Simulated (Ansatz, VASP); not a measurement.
TiSi2: VASP beside Ansatz

The input INCAR:

```
PREC = Accurate
ENCUT = 520
EDIFF = 1E-8
ISMEAR = -1
SIGMA = 0.08
LREAL = False
LASPH = True
NELM = 100
ALGO = Normal
ISIF = 2
LWAVE = False
LCHARG = False
GGA = PS
LEFG = True
NBANDS = 29
```

Contents of KPOINTS:

```
regular mesh
0
Gamma
  8 8 8
```

File POSCAR:

```
TiSi2
1.0
   -0.0418975000      4.0966925000      4.2409100000
    2.3651925000     -0.0332400000      4.2495675000
    2.3659100000      4.1060675000     -0.0325225000
Ti Si
2 4
Direct
    0.7500000000      0.7500000000      0.7500000000
    0.5000000000      0.5000000000      0.5000000000
    0.0830000000      0.4170000000      0.0830000000
    0.4170000000      0.0830000000      0.4170000000
    0.1670000000      0.8330000000      0.1670000000
    0.8330000000      0.1670000000      0.8330000000
```

Input for Ansatz:

```yaml
crystal:
  lattice:
    - [-0.0418975, 4.0966925, 4.24091]
    - [2.3651925, -0.03324, 4.2495675]
    - [2.36591, 4.1060675, -0.0325225]
  atoms:
    - { symbol: Ti, position: [0.75, 0.75, 0.75] }
    - { symbol: Ti, position: [0.5, 0.5, 0.5] }
    - { symbol: Si, position: [0.083, 0.417, 0.083] }
    - { symbol: Si, position: [0.417, 0.083, 0.417] }
    - { symbol: Si, position: [0.167, 0.833, 0.167] }
    - { symbol: Si, position: [0.833, 0.167, 0.833] }
kpoints:
  mp_grid: { grid: [8, 8, 8] }
scf:
  occupations: { method: fermi_dirac, width: 0.08 }
hamiltonian:
  xc: pbesol
  pseudopotentials: { kind: all_electron, datasets: crystal }
output:
  forces: true
  stress: true
  eigenvalues: true
  efg: { contact_densities: true }
```

Change from the starting cell: equal xy, yz and zx shear strains of -1 %, crystal datasets.

Alike in both runs: task electric field gradients; functional PBEsol; k mesh 8 × 8 × 8; occupations fermi-dirac, width 0.08 eV; no spin polarisation.

|  | VASP | Ansatz |
| --- | --- | --- |
| version | VASP 6.6.1 | Ansatz 0.2.0 |
| potentials or method | VASP PAW PBE potentials, release 64 (Ti_sv, Si), cutoff 520 eV | all-electron PAW with datasets made for the crystal, scalar-relativistic |

|  | VASP | Ansatz | Ansatz less VASP |
| --- | --- | --- | --- |
| pressure (GPa) | -1.6 | -1.7 | -0.13 |
| traceless stress, the component that is largest in VASP (GPa) | 1.59 | 1.58 | -0.003 |
| rms of the force components (eV/Å) | 0.094 | 0.093 | -0.0003 |
| size of Vzz on the site where it differs most (V/Å²) | 10.7 | 11.6 | +0.96 |

VASP's potentials were made for PBE, not for PBEsol. Atom by atom the forces differ by 0.000 eV/Å (rms over components). Ansatz ran all-electron here, and VASP with PAW potentials.
